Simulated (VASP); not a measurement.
# Fe (Im-3m) in VASP: a series of runs, part 2 of 2

VASP 6.6.1.

### 4 Relaxation of cell and atoms, LDA, collinear spin, antiferromagnetic start

This run uses another cell than the first one: it holds 2 atoms, not 1.

File INCAR:

```
SYSTEM = Fe
PREC = Accurate
ENCUT = 600
EDIFF = 1E-6
ISMEAR = -1
SIGMA = 0.05
LREAL = .FALSE.
LASPH = .TRUE.
NELM = 150
ALGO = Normal
ISIF = 3
LWAVE = .FALSE.
LCHARG = .FALSE.
ISPIN = 2
MAGMOM = 2.5 -2.5
LORBIT = 11
LMAXMIX = 4
GGA = CA
IBRION = 2
NSW = 80
EDIFFG = -0.01
```

File KPOINTS:

```
Automatic mesh
0
G
  11 11 11
  0 0 0
```

File POSCAR:

```
Fe
1.0
    2.8665000000      0.0000000000      0.0000000000
    0.0000000000      2.8665000000      0.0000000000
    0.0000000000      0.0000000000      2.8665000000
Fe
2
Direct
    0.0000000000      0.0000000000      0.0000000000
    0.5000000000      0.5000000000      0.5000000000
```

Potentials or basis: VASP PAW LDA potentials, release 64 (Fe).

The run is started by

```
$ cat potpaw_LDA.64/Fe/POTCAR > POTCAR
$ mpirun -np 1 vasp_std > vasp.out
```

OUTCAR:

```text
SYSTEM = Fe
   PREC = Accurate
   ENCUT = 600
   EDIFF = 1E-6
   ISMEAR = -1
   LREAL = .FALSE.
   LASPH = .TRUE.
   NELM = 150
   ISIF = 3
   ISPIN = 2
   LORBIT = 11
   GGA = CA
   IBRION = 2
   NSW = 80
   EDIFFG = -0.01

 ion  position               nearest neighbor table
   1  0.000  0.000  0.000-   2 2.48   2 2.48   2 2.48   2 2.48   2 2.48   2 2.48   2 2.48   2 2.48

   2  0.500  0.500  0.500-   1 2.48   1 2.48   1 2.48   1 2.48   1 2.48   1 2.48   1 2.48   1 2.48

  LATTYP: Found a simple cubic cell.
 ALAT       =     2.8665000000

  Lattice vectors:

 A1 = (   2.8665000000,   0.0000000000,   0.0000000000)
 A2 = (   0.0000000000,   2.8665000000,   0.0000000000)
 A3 = (   0.0000000000,   0.0000000000,   2.8665000000)

Analysis of symmetry for initial positions (statically):
=====================================================================
 Subroutine PRICEL returns following result:

  LATTYP: Found a body centered cubic cell.
 ALAT       =     2.8665000000
[... 12 lines left out ...]
 Subroutine GETGRP returns: Found 48 space group operations
 (whereof 48 operations were pure point group operations)
 out of a pool of 48 trial point group operations.

The static configuration has the point symmetry O_h .

Analysis of symmetry for dynamics (positions and initial velocities):
=====================================================================
 Subroutine PRICEL returns following result:

  LATTYP: Found a body centered cubic cell.
 ALAT       =     2.8665000000
[... 12 lines left out ...]
 Subroutine GETGRP returns: Found 48 space group operations
 (whereof 48 operations were pure point group operations)
 out of a pool of 48 trial point group operations.

The dynamic configuration has the point symmetry O_h .

Analysis of structural, dynamic, and magnetic symmetry:
=====================================================================
 Subroutine PRICEL returns following result:

  LATTYP: Found a body centered cubic cell.
 ALAT       =     2.8665000000
[... 12 lines left out ...]
 Subroutine GETGRP returns: Found 48 space group operations
 (whereof 48 operations were pure point group operations)
 out of a pool of 48 trial point group operations.

The overall configuration has the point symmetry O_h .

 Subroutine INISYM returns: Found 48 space group operations
 (whereof 48 operations are pure point group operations),
[... 147 lines left out ...]
------------------------ aborting loop because EDIFF is reached ----------------------------------------

  FORCE on cell =-STRESS in cart. coord.  units (eV):
  Direction    XX          YY          ZZ          XY          YZ          ZX
  --------------------------------------------------------------------------------------
  -------------------------------------------------------------------------------------
  Total       -4.5607150     -4.5607150     -4.5607150      0.0000000      0.0000000      0.0000000
  in kB     -310.2327736   -310.2327736   -310.2327736      0.0000000      0.0000000      0.0000000
  external PRESSURE =    -310.2327736 kB  Pullay stress =       0.0000000 kB
[... 215 lines left out ...]
 number of electron      16.0000003 magnetization      -0.0000000

 number of electron      16.0000003 magnetization       0.0000000

 Free energy of the ion-electron system (eV)
  ---------------------------------------------------
  ext. energy  EPLUGINS =         0.00000000
  ---------------------------------------------------
  free energy    TOTEN  =       -17.98501407 eV

  energy without entropy =      -17.93631788  energy(sigma->0) =      -17.96066598

 E-fermi :   7.3782     XC(G=0): -14.2971

 val. band max:        7.3715928226   @ k =   0.1818   0.0909   0.0909
 cond. band min:       7.3825541606   @ k =   0.4545   0.4545   0.1818
 fundamental gap:      0.0109613380
 Fermi energy:         7.3781608662

 spin component 1

 k-point     1 :       0.0000    0.0000    0.0000
  band No.  band energies     occupation
      1      -1.8664      1.00000
      2       2.2104      1.00000
      3       2.2104      1.00000
      4       5.4034      1.00000
      5       5.4034      1.00000
      6       5.4034      1.00000
      7       7.3046      0.81334
      8       7.3046      0.81334
      9       8.5527      0.00000
     10       8.5527      0.00000
     11       8.5527      0.00000
     12      18.4877      0.00000
[... 333 lines left out ...]
      1       0.0872      1.00000
      2       3.0395      1.00000
      3       3.1338      1.00000
      4       5.0725      1.00000
      5       5.1313      1.00000
      6       6.3510      1.00000
      7       6.5030      1.00000
      8       6.6463      1.00000
      9       7.2926      0.84698
     10       7.5753      0.01904
     11       8.2854      0.00000
     12      13.2634      0.00000

 [... further k-points ...]

 spin component 2

 k-point     1 :       0.0000    0.0000    0.0000
  band No.  band energies     occupation
      1      -1.8664      1.00000
      2       2.2104      1.00000
      3       2.2104      1.00000
      4       5.4034      1.00000
      5       5.4034      1.00000
      6       5.4034      1.00000
      7       7.3046      0.81334
      8       7.3046      0.81334
      9       8.5527      0.00000
     10       8.5527      0.00000
     11       8.5527      0.00000
     12      18.4877      0.00000
[... 374 lines left out ...]
  FREE ENERGIE OF THE ION-ELECTRON SYSTEM (eV)
  ---------------------------------------------------
  free  energy   TOTEN  =       -17.9850140745 eV

  energy  without entropy=      -17.9363178770  energy(sigma->0) =      -17.96066598

 reached required accuracy - stopping structural energy minimisation

 total charge

# of ion       s       p       d       tot
------------------------------------------
    1        0.548   0.663   6.408   7.618
    2        0.548   0.663   6.408   7.618
--------------------------------------------------
tot          1.096   1.325  12.816  15.237

 magnetization (x)

# of ion       s       p       d       tot
------------------------------------------
    1        0.000   0.000   0.000   0.000
    2       -0.000  -0.000  -0.000  -0.000
--------------------------------------------------
tot          0.000   0.000   0.000   0.000
```

OSZICAR:

```text
N       E                     dE             d eps       ncg     rms          rms(c)
DAV:   1     0.940222791545E+02    0.94022E+02   -0.81948E+03  2712   0.197E+03
DAV:   2    -0.163417655595E+02   -0.11036E+03   -0.10387E+03  2720   0.316E+02
DAV:   3    -0.202324782964E+02   -0.38907E+01   -0.33566E+01  3012   0.803E+01
[... 55 lines left out ...]
DAV:   1    -0.179877480441E+02   -0.31183E-02   -0.63806E-02  2688   0.545E+00    0.439E-01
DAV:   2    -0.179852982071E+02    0.24498E-02   -0.15746E-02  2688   0.272E+00    0.857E-02
DAV:   3    -0.179850702816E+02    0.22793E-03   -0.85052E-04  2696   0.654E-01    0.495E-02
DAV:   4    -0.179850139208E+02    0.56361E-04   -0.37007E-05  3360   0.857E-02    0.611E-03
DAV:   5    -0.179850140745E+02   -0.15361E-06   -0.15859E-06  1864   0.198E-02
   7 F= -.17985014E+02 E0= -.17960666E+02  d E =-.135038E-03  mag=    -0.0000
```

Run time: 2.2 min. Hardware: 1 thread of Intel Xeon 8259CL, shared host; peak memory 0.16 GiB.

What came out:

* Free energy: -17.9850 eV
* Relaxed volume: 9.80 Å³/atom
* Relaxed cell: a = 2.696 Å, b = 2.696 Å, c = 2.696 Å, α = 90.00°, β = 90.00°, γ = 90.00°
* Space group after relaxing (to 0.1 Å): Im-3m (No. 229)
* Energy gained by relaxing: 252.4 meV/atom
* Ionic steps: 7
* Pressure after relaxing: 0.0 GPa
* Band gap on the k mesh: zero (filled and empty bands overlap)
* Net moment: 0.00 μB per cell
* Valence electrons inside the program's atomic spheres: Fe 7.62

The path:
| step | energy change (eV) | largest force (eV/Å) | pressure (GPa) | volume (Å³) |
| --- | --- | --- | --- | --- |
| 1 | 0.0000 | 0.0000 | -31.02 | 23.55 |
| 2 | 0.1280 | 0.0000 | 78.86 | 16.60 |
| 3 | -0.5043 | 0.0000 | -1.65 | 19.70 |
| 4 | -0.5048 | 0.0000 | -0.35 | 19.63 |
| 5 | -0.5047 | 0.0000 | 0.87 | 19.55 |
| 6 | -0.5045 | 0.0000 | -1.42 | 19.69 |
| 7 | -0.5049 | 0.0000 | 0.03 | 19.60 |

Final structure:
```yaml
crystal:
  lattice:
    - [2.69634, 0.00000, 0.00000]
    - [0.00000, 2.69634, 0.00000]
    - [0.00000, 0.00000, 2.69634]
  atoms:
    - { symbol: Fe, position: [0.00000, 0.00000, 0.00000] }
    - { symbol: Fe, position: [0.50000, 0.50000, 0.50000] }
```

Levels at points of the mesh, in eV from the Fermi level:
Spin up:
| k point | band 6 | band 7 | band 8 | band 9 | band 10 | band 11 |
| --- | --- | --- | --- | --- | --- | --- |
| (0.00, 0.00, 0.00) | -1.97 | -0.07 | -0.07 | 1.17 | 1.17 | 1.17 |
Spin down:
```csv
k point,band 6,band 7,band 8,band 9,band 10,band 11
"(0.00, 0.00, 0.00)",-1.97,-0.07,-0.07,1.17,1.17,1.17
```

Caveat: the volume moved by over 15 % at a fixed basis, so the end points are rough.
